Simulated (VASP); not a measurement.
# SnSe2 (P-3m1) in VASP: further runs

SnSe2 is run at these levels: r2SCAN; tasks: relaxation of shape and atoms at fixed volume.

Program: VASP 6.6.1. These are calculated values, not measurements. Logs are shortened: lines on timing, memory, paths and dates and some standing lists are left out, and cuts for length are marked.

## Step 1: The cell of the first run

The structure is trigonal, space group P-3m1 (No. 164). The conventional cell has a = 3.815 Å, b = 3.815 Å, c = 6.463 Å, α = 90.00°, β = 90.00°, γ = 120.00°. Within 3.6 Å of Sn (site symmetry -3m) lie 6 Se at 2.70 Å. Se (site symmetry 3m) has 3 Sn at 2.70 Å within 3.6 Å.

## Step 2: Relaxation of shape and atoms at fixed volume, r2SCAN (27.15 Å³/atom)

Input file POSCAR:

```
SnSe2
1.0
    3.8147913625      0.0000000000      0.0000000000
   -1.9073956813      3.3037062300      0.0000000000
    0.0000000000      0.0000000000      6.4627027892
Sn Se
1 2
Direct
    0.0000000000      0.0000000000      0.0000000000
    0.3333333333      0.6666666667      0.2418655614
    0.6666666667      0.3333333333      0.7581344386
```

Input file INCAR.step1:

```
ALGO = Normal
EDIFF = 1E-4
ENCUT = 600
GGA = PE
ISMEAR = 0
LASPH = True
LCHARG = False
LREAL = False
LWAVE = True
NELM = 60
PREC = Accurate
SIGMA = 0.05
```

Input file INCAR.step2:

```
ALGO = Normal
EDIFF = 1E-6
EDIFFG = -0.01
ENCUT = 600
IBRION = 2
ISIF = 4
ISMEAR = 0
ISTART = 1
LASPH = True
LCHARG = False
LMIXTAU = True
LREAL = False
LWAVE = False
METAGGA = R2SCAN
NELM = 60
NSW = 60
PREC = Accurate
SIGMA = 0.05
```

Input file KPOINTS:

```
k-points
0
Gamma
  10 10 6
```

Potentials or basis: VASP PAW PBE potentials, release 64 (Sn_d, Se).

On the command line:

```sh
$ cat potpaw_PBE.64/Sn_d/POTCAR potpaw_PBE.64/Se/POTCAR > POTCAR
$ cp INCAR.step1 INCAR
$ mpirun -np 1 vasp_std > vasp.out
$ cp INCAR.step2 INCAR
$ mpirun -np 1 vasp_std > vasp.out
```

OUTCAR:

```text
EDIFF = 1E-6
   EDIFFG = -0.01
   ENCUT = 600
   IBRION = 2
   ISIF = 4
   ISMEAR = 0
   ISTART = 1
   LASPH = True
   LREAL = False
   METAGGA = R2SCAN
   NELM = 60
   NSW = 60
   PREC = Accurate

 ion  position               nearest neighbor table
   1  0.000  0.000  0.000-   2 2.70   3 2.70   2 2.70   3 2.70   3 2.70   2 2.70
   2  0.333  0.667  0.242-   1 2.70   1 2.70   1 2.70
   3  0.667  0.333  0.758-   1 2.70   1 2.70   1 2.70

  LATTYP: Found a hexagonal cell.
 ALAT       =     3.8147913625
 C/A-ratio  =     1.6941169713

  Lattice vectors:

 A1 = (   3.8147913625,   0.0000000000,   0.0000000000)
 A2 = (  -1.9073956813,   3.3037062300,   0.0000000000)
 A3 = (   0.0000000000,   0.0000000000,   6.4627027892)

Analysis of symmetry for initial positions (statically):
=====================================================================
 Subroutine PRICEL returns:
 Original cell was already a primitive cell.

 Routine SETGRP: Setting up the symmetry group for a
 hexagonal supercell.

 Subroutine GETGRP returns: Found 12 space group operations
 (whereof 12 operations were pure point group operations)
 out of a pool of 24 trial point group operations.

The static configuration has the point symmetry D_3d.

Analysis of symmetry for dynamics (positions and initial velocities):
=====================================================================
 Subroutine PRICEL returns:
 Original cell was already a primitive cell.

 Routine SETGRP: Setting up the symmetry group for a
 hexagonal supercell.

 Subroutine GETGRP returns: Found 12 space group operations
 (whereof 12 operations were pure point group operations)
 out of a pool of 24 trial point group operations.

The dynamic configuration has the point symmetry D_3d.

 Subroutine INISYM returns: Found 12 space group operations
 (whereof 12 operations are pure point group operations),
 and found     1 'primitive' translations

----------------------------------------------------------------------------------------

                                     Primitive cell

  volume of cell :      81.4491

  direct lattice vectors                    reciprocal lattice vectors
     3.814791362  0.000000000  0.000000000     0.262137534  0.151345176  0.000000000
    -1.907395681  3.303706230  0.000000000     0.000000000  0.302690351  0.000000000
     0.000000000  0.000000000  6.462702789     0.000000000  0.000000000  0.154734023

  length of vectors
     3.814791362  3.814791362  6.462702789     0.302690351  0.302690351  0.154734023

  position of ions in fractional coordinates (direct lattice)
     0.000000000  0.000000000  0.000000000
     0.333333333  0.666666667  0.241865561
     0.666666667  0.333333333  0.758134439

  ion indices of the primitive-cell ions
   primitive index   ion index
                 1           1
                 2           2
                 3           3

----------------------------------------------------------------------------------------

 KPOINTS: k-points

Automatic generation of k-mesh.
 Grid dimensions read from file:
 generate k-points for:   10   10    6

 Generating k-lattice:

  Cartesian coordinates                     Fractional coordinates (reciprocal lattice)
     0.026213753  0.015134518  0.000000000     0.100000000 -0.000000000  0.000000000
     0.000000000  0.030269035  0.000000000     0.000000000  0.100000000  0.000000000
     0.000000000  0.000000000  0.025789004     0.000000000  0.000000000  0.166666667

  Length of vectors
     0.030269035  0.030269035  0.025789004

  Shift w.r.t. Gamma in fractional coordinates (k-lattice)
     0.000000000  0.000000000  0.000000000

 Subroutine IBZKPT returns following result:
 ===========================================

 Found     72 irreducible k-points:

 Following reciprocal coordinates:
            Coordinates               Weight
  0.000000  0.000000  0.000000      1.000000
  0.100000  0.000000  0.000000      6.000000
  0.200000  0.000000  0.000000      6.000000
  0.300000  0.000000  0.000000      6.000000
  0.400000  0.000000  0.000000      6.000000
  0.500000 -0.000000  0.000000      3.000000
[... 16 lines left out ...]
  0.000000  0.400000  0.166667      6.000000
  0.500000 -0.000000  0.166667      6.000000
 [... further k-points ...]
   k-points           NKPTS =     72   k-points in BZ     NKDIM =     72   number of bands    NBANDS=     17
   number of dos      NEDOS =    301   number of ions     NIONS =      3
   total plane-waves  NPLWV =  48600
   dimension x,y,z NGX =    30 NGY =   30 NGZ =   54
   dimension x,y,z NGXF=    60 NGYF=   60 NGZF=  108
   ions per type =               1   2
   NGX,Y,Z   is equivalent  to a cutoff of  13.07, 13.07, 13.89 a.u.
   NGXF,Y,Z  is equivalent  to a cutoff of  26.15, 26.15, 27.78 a.u.
 SYSTEM =  unknown system
   PREC   = accura    normal or accurate (medium, high low for compatibility)
   ISTART =      1    job   : 0-new  1-cont  2-samecut
   ICHARG =      0    charge: 1-file 2-atom 10-const
   ISPIN  =      1    spin polarized calculation?
   LNONCOLLINEAR =      F non collinear calculations
   LSORBIT =      F    spin-orbit coupling
   LASPH  =      T    aspherical Exc in radial PAW
   ENCUT  =  600.0 eV  44.10 Ry    6.64 a.u.   7.62  7.62 12.91*2*pi/ulx,y,z
   NELM   =     60;   NELMIN=  2; NELMDL=  0     # of ELM steps
   EDIFF  = 0.1E-05   stopping-criterion for ELM
   LREAL  =      F    real-space projection
   EDIFFG = -.1E-01   stopping-criterion for IOM
   NSW    =     60    number of steps for IOM
   IBRION =      2    ionic relax: 0-MD 1-quasi-New 2-CG
   NFREE  =      1    steps in history (QN), initial steepest desc. (CG)
   ISIF   =      4    stress and relaxation
   ISYM   =      2    0-nonsym 1-usesym 2-fastsym
   POTIM  = 0.5000    time-step for ionic-motion
   TEBEG  =    0.0;   TEEND  =   0.0 temperature during run
   PSTRESS=    0.0 pullay stress
   NELECT =      26.0000    total number of electrons
   NUPDOWN=      -1.0000    fix difference up-down
   EMIN   =  10.00;   EMAX   =-10.00  energy-range for DOS
   EFERMI =   0.00;   METHOD = LEGACY
   ISMEAR =     0;   SIGMA  =   0.05  broadening in eV -4-tet -1-fermi 0-gaus
   EFERMI_NEDOS =   21; number of points for ismear=-14 and -15
   IALGO  =     38    algorithm
   IMIX   =      4    mixing-type and parameters
     AMIX     =   0.40;   BMIX     =  1.00
     AMIX_MAG =   1.60;   BMIX_MAG =  1.00
  volume/ion in A,a.u.               =      27.15       183.22
  Fermi-wavevector in a.u.,A,eV,Ry     =   1.118846  2.114313 17.032009  1.251817
  Thomas-Fermi vector in A             =   2.255481
   LORBIT       =      0    0 simple, 1 ext, 2 COOP (PROOUT), +10 PAW based schemes
   METAGGA = R2SCAN    functional components
   LHFCALC =     F    Hartree Fock is set to
   AEXX    =    0.0000 exact exchange contribution
   IVDW    =     0    specifies the selected vdW correction
   LEPSILON=     F    determine dielectric tensor
   LRPA    =     F    only Hartree local field effects (RPA)
 conjugate gradient relaxation of ions
 non-spin polarized calculation
 Gauss-broadening in eV      SIGMA  =   0.05
  energy-cutoff  :      600.00
  volume of cell :       81.45
 maximum number of plane-waves:      2750
   NGX = 15   NGY = 15   NGZ = 25

--------------------------------------- Ionic step        1  -------------------------------------------

 number of electron      25.9999997 magnetization

 Free energy of the ion-electron system (eV)
  ---------------------------------------------------
  ext. energy  EPLUGINS =         0.00000000
  ---------------------------------------------------
  free energy    TOTEN  =       -54.63306688 eV

  energy without entropy =      -54.63306688  energy(sigma->0) =      -54.63306688

------------------------ aborting loop because EDIFF is reached ----------------------------------------

  FORCE on cell =-STRESS in cart. coord.  units (eV):
  Direction    XX          YY          ZZ          XY          YZ          ZX
  --------------------------------------------------------------------------------------
  -------------------------------------------------------------------------------------
  Total        0.7572683      0.7572683      0.7136180     -0.0000000      0.0000000      0.0000000
  in kB       14.8961484     14.8961484     14.0375063     -0.0000000      0.0000000      0.0000000
  external PRESSURE =      14.6099344 kB  Pullay stress =       0.0000000 kB
[... 170 lines left out ...]
  energy  without entropy=      -54.6385951705  energy(sigma->0) =      -54.63859517

--------------------------------------- Ionic step        6  -------------------------------------------

 number of electron      25.9999996 magnetization

 Free energy of the ion-electron system (eV)
  ---------------------------------------------------
  ext. energy  EPLUGINS =         0.00000000
  ---------------------------------------------------
  free energy    TOTEN  =       -54.63899622 eV

  energy without entropy =      -54.63899622  energy(sigma->0) =      -54.63899622

 E-fermi :   3.5418     XC(G=0):  -9.7278

 val. band max:        3.2487694744   @ k =   0.1000   0.0000   0.1667
 cond. band min:       4.2726143427   @ k =   0.5000  -0.0000   0.3333
 fundamental gap:      1.0238448683
 Fermi energy:         3.5417814437

 k-point     1 :       0.0000    0.0000    0.0000
  band No.  band energies     occupation
      1     -18.5562      2.00000
      2     -18.5562      2.00000
      3     -18.5009      2.00000
      4     -18.4935      2.00000
      5     -18.4934      2.00000
      6     -10.8777      2.00000
[... 9 lines left out ...]
     16       8.3391      0.00000
     17       8.3391      0.00000
[... 443 lines left out ...]
      1     -18.6145      2.00000
      2     -18.5358      2.00000
      3     -18.5139      2.00000
      4     -18.4718      2.00000
      5     -18.4672      2.00000
      6      -9.2594      2.00000
[... 9 lines left out ...]
     16       9.3370      0.00000
     17       9.3709      0.00000

 [... further k-points ...]

------------------------ aborting loop because EDIFF is reached ----------------------------------------

  FORCE on cell =-STRESS in cart. coord.  units (eV):
  Direction    XX          YY          ZZ          XY          YZ          ZX
  --------------------------------------------------------------------------------------
  -------------------------------------------------------------------------------------
  Total        0.2052844      0.2052844      0.1824783     -0.0000000     -0.0000000      0.0000000
  in kB        4.0381284      4.0381284      3.5895119     -0.0000000     -0.0000000      0.0000000
  external PRESSURE =       3.8885895 kB  Pullay stress =       0.0000000 kB
[... 18 lines left out ...]
  FREE ENERGIE OF THE ION-ELECTRON SYSTEM (eV)
  ---------------------------------------------------
  free  energy   TOTEN  =       -54.6389962207 eV

  energy  without entropy=      -54.6389962207  energy(sigma->0) =      -54.63899622

 reached required accuracy - stopping structural energy minimisation
```

It took 44 min on 1 thread of Intel Xeon 8259CL, shared host; peak memory 0.29 GiB.

What came out:

```yaml
Free_energy: -54.6390 eV
Energy_gained_by_relaxing: 2.0 meV/atom
Ionic_steps: 6
Pressure_after_relaxing: 0.4 GPa
Band_gap_on_the_k_mesh: 1.02 eV (least direct gap 1.48 eV)
```

Step by step:
```tsv
step	energy change (eV)	largest force (eV/Å)	pressure (GPa)	volume (Å³)
1	0.0000	0.2011	1.46	81.45
2	-0.0030	0.1030	1.09	81.45
3	-0.0041	0.0331	0.59	81.45
4	-0.0041	0.0110	0.70	81.45
5	-0.0055	0.0041	0.52	81.45
6	-0.0059	0.0012	0.39	81.45
```

Final structure:
```
Sn Se
1.0
     3.83439    0.00000    0.00000
    -1.91720    3.32068    0.00000
     0.00000    0.00000    6.39680
Sn Se
1 2
Direct
  0.00000 0.00000 0.00000
  0.33333 0.66667 0.24623
  0.66667 0.33333 0.75377
```

Caveat: the PAW data sets were made with another functional, which shifts forces and pressure a little; spin-orbit coupling is left out, which moves the levels of the heavy elements. A k mesh can miss the band edges.

## Step 3: Relaxation of shape and atoms at fixed volume, r2SCAN (29.18 Å³/atom)

This run uses another cell than the first one, of 29.18 Å³/atom.

Input file POSCAR:

```
SnSe2
1.0
    3.8374710923      0.0000000000      0.0000000000
   -1.9187355462      3.3233474522      0.0000000000
    0.0000000000      0.0000000000      6.8635983140
Sn Se
1 2
Direct
    0.0000000000      0.0000000000      0.0000000000
    0.3333333333      0.6666666667      0.2285036986
    0.6666666667      0.3333333333      0.7714963014
```

Input file INCAR.step1:

```
SYSTEM = SnSe2
PREC = Accurate ; ENCUT = 600
ISMEAR = 0 ; SIGMA = 0.05
LREAL = .False. ; LASPH = .True.
NELM = 60 ; GGA = PE
ALGO = Normal ; EDIFF = 1E-4
LWAVE = .True. ; LCHARG = .False.
```

Input file INCAR.step2:

```
SYSTEM = SnSe2
PREC = Accurate ; ENCUT = 600
EDIFF = 1E-6 ; ISMEAR = 0
SIGMA = 0.05 ; LREAL = .False.
LASPH = .True. ; NELM = 60
ALGO = Normal ; ISIF = 4
LWAVE = .False. ; LCHARG = .False.
METAGGA = R2SCAN ; LMIXTAU = .True.
IBRION = 2 ; NSW = 60
EDIFFG = -0.01 ; ISTART = 1
```

Input file KPOINTS:

```
regular mesh
0
Gamma
  10 10 6
  0 0 0
```

Potentials or basis: VASP PAW PBE potentials, release 64 (Sn_d, Se).

On the command line:

```sh
$ cat potpaw_PBE.64/Sn_d/POTCAR potpaw_PBE.64/Se/POTCAR > POTCAR
$ cp INCAR.step1 INCAR
$ mpirun -np 1 vasp_std > vasp.out
$ cp INCAR.step2 INCAR
$ mpirun -np 1 vasp_std > vasp.out
```

OUTCAR:

```text
SYSTEM = SnSe2
   PREC = Accurate
   ENCUT = 600
   EDIFF = 1E-6
   ISMEAR = 0
   LREAL = .False.
   LASPH = .True.
   NELM = 60
   ISIF = 4
   METAGGA = R2SCAN
   IBRION = 2
   NSW = 60
   EDIFFG = -0.01
   ISTART = 1

 ion  position               nearest neighbor table
   1  0.000  0.000  0.000-   2 2.71   3 2.71   3 2.71   2 2.71   3 2.71   2 2.71
   2  0.333  0.667  0.229-   1 2.71   1 2.71   1 2.71
   3  0.667  0.333  0.771-   1 2.71   1 2.71   1 2.71

  LATTYP: Found a hexagonal cell.
 ALAT       =     3.8374710923
 C/A-ratio  =     1.7885732945

  Lattice vectors:

 A1 = (   3.8374710923,   0.0000000000,   0.0000000000)
 A2 = (  -1.9187355462,   3.3233474522,   0.0000000000)
 A3 = (   0.0000000000,   0.0000000000,   6.8635983140)

Analysis of symmetry for initial positions (statically):
=====================================================================
 Subroutine PRICEL returns:
 Original cell was already a primitive cell.

 Routine SETGRP: Setting up the symmetry group for a
 hexagonal supercell.

 Subroutine GETGRP returns: Found 12 space group operations
[... 176 lines left out ...]
  -------------------------------------------------------------------------------------
  Total        0.0904509      0.0904509      0.0728697     -0.0000000      0.0000000      0.0000000
  in kB        1.6555821      1.6555821      1.3337822     -0.0000000      0.0000000      0.0000000
  external PRESSURE =       1.5483154 kB  Pullay stress =       0.0000000 kB
[... 172 lines left out ...]
--------------------------------------- Ionic step        6  -------------------------------------------

 number of electron      25.9999996 magnetization

 Free energy of the ion-electron system (eV)
  ---------------------------------------------------
  ext. energy  EPLUGINS =         0.00000000
  ---------------------------------------------------
  free energy    TOTEN  =       -54.63563383 eV

  energy without entropy =      -54.63563383  energy(sigma->0) =      -54.63563383

 E-fermi :   2.7587     XC(G=0):  -9.2813

 val. band max:        2.5315419294   @ k =   0.1000   0.0000   0.1667
 cond. band min:       3.5777134276   @ k =   0.5000  -0.0000   0.5000
 fundamental gap:      1.0461714982
 Fermi energy:         2.7587159767

 k-point     1 :       0.0000    0.0000    0.0000
  band No.  band energies     occupation
      1     -19.2352      2.00000
      2     -19.2352      2.00000
      3     -19.1818      2.00000
      4     -19.1748      2.00000
      5     -19.1748      2.00000
      6     -11.4502      2.00000
[... 457 lines left out ...]
      4     -19.1540      2.00000
      5     -19.1496      2.00000
      6      -9.8877      2.00000
[... 9 lines left out ...]
     16       8.6913      0.00000
     17       8.7304      0.00000

 [... further k-points ...]

------------------------ aborting loop because EDIFF is reached ----------------------------------------

  FORCE on cell =-STRESS in cart. coord.  units (eV):
  Direction    XX          YY          ZZ          XY          YZ          ZX
  --------------------------------------------------------------------------------------
  -------------------------------------------------------------------------------------
  Total       -0.2498021     -0.2498021     -0.2238915      0.0000000      0.0000000      0.0000000
  in kB       -4.5722911     -4.5722911     -4.0980324      0.0000000      0.0000000      0.0000000
  external PRESSURE =      -4.4142049 kB  Pullay stress =       0.0000000 kB
[... 18 lines left out ...]
  FREE ENERGIE OF THE ION-ELECTRON SYSTEM (eV)
  ---------------------------------------------------
  free  energy   TOTEN  =       -54.6356338349 eV

  energy  without entropy=      -54.6356338349  energy(sigma->0) =      -54.63563383

 reached required accuracy - stopping structural energy minimisation
```

OUTCAR.step1:

```text
SYSTEM = SnSe2
   PREC = Accurate
   ENCUT = 600
   ISMEAR = 0
   LREAL = .False.
   LASPH = .True.
[... 706 lines left out ...]
      0.00000      0.00000      0.00000         0.000000      0.000000     -0.000000
     -0.00000      2.21556      1.56836        -0.000000     -0.000000      0.365813
      1.91874      1.10778      5.29524         0.000000      0.000000     -0.365813
 -----------------------------------------------------------------------------------
    total drift:                               -0.000000     -0.000000     -0.000000

  FREE ENERGIE OF THE ION-ELECTRON SYSTEM (eV)
  ---------------------------------------------------
  free  energy   TOTEN  =       -11.8545479655 eV

  energy  without entropy=      -11.8545479655  energy(sigma->0) =      -11.85454797
```

OSZICAR.step1:

```text
N       E                     dE             d eps       ncg     rms          rms(c)
DAV:   1     0.206290913451E+03    0.20629E+03   -0.13447E+04  2449   0.183E+03
DAV:   2     0.117296377485E+02   -0.19456E+03   -0.19135E+03  2646   0.405E+02
DAV:   3    -0.113269431976E+02   -0.23057E+02   -0.22377E+02  3126   0.127E+02
DAV:   4    -0.121134351431E+02   -0.78649E+00   -0.78560E+00  3011   0.241E+01
DAV:   5    -0.121305034093E+02   -0.17068E-01   -0.17067E-01  3775   0.376E+00    0.490E+00
DAV:   6    -0.118728969170E+02    0.25761E+00   -0.62360E-01  3650   0.880E+00    0.318E+00
DAV:   7    -0.118543033500E+02    0.18594E-01   -0.16675E-01  3097   0.291E+00    0.958E-01
DAV:   8    -0.118539999785E+02    0.30337E-03   -0.13623E-02  3098   0.122E+00    0.273E-01
DAV:   9    -0.118545335007E+02   -0.53352E-03   -0.14568E-03  2903   0.331E-01    0.830E-02
DAV:  10    -0.118545479655E+02   -0.14465E-04   -0.11612E-04  2582   0.939E-02
   1 F= -.11854548E+02 E0= -.11854548E+02  d E =-.341416E-11
```

Wall time 41 min (1 thread of AMD EPYC 7R13, shared host); peak memory 0.35 GiB.

Results:

```yaml
Free_energy: -54.6356 eV
Energy_gained_by_relaxing: 0.5 meV/atom
Ionic_steps: 6
Pressure_after_relaxing: -0.4 GPa
Band_gap_on_the_k_mesh: 1.05 eV (least direct gap 1.43 eV)
```

Step by step:
```
step  energy change (eV)  largest force (eV/Å)  pressure (GPa)  volume (Å³)
   1              0.0000                0.0989            0.15        87.53
   2             -0.0007                0.0523           -0.01        87.53
   3             -0.0010                0.0284           -0.30        87.53
   4             -0.0010                0.0045           -0.21        87.53
   5             -0.0014                0.0019           -0.31        87.53
   6             -0.0015                0.0007           -0.44        87.53
```

Final structure:
```xyz
3
Lattice="3.8506 0.0000 0.0000 -1.9253 3.3347 0.0000 0.0000 0.0000 6.8170" Properties=species:S:1:pos:R:3 pbc="T T T"
Sn    0.0000    0.0000    0.0000
Se    0.0000    2.2231    1.5738
Se    1.9253    1.1116    5.2432
```

Caveat: the PAW data sets were made with another functional, which shifts forces and pressure a little; spin-orbit coupling is left out, which moves the levels of the heavy elements.
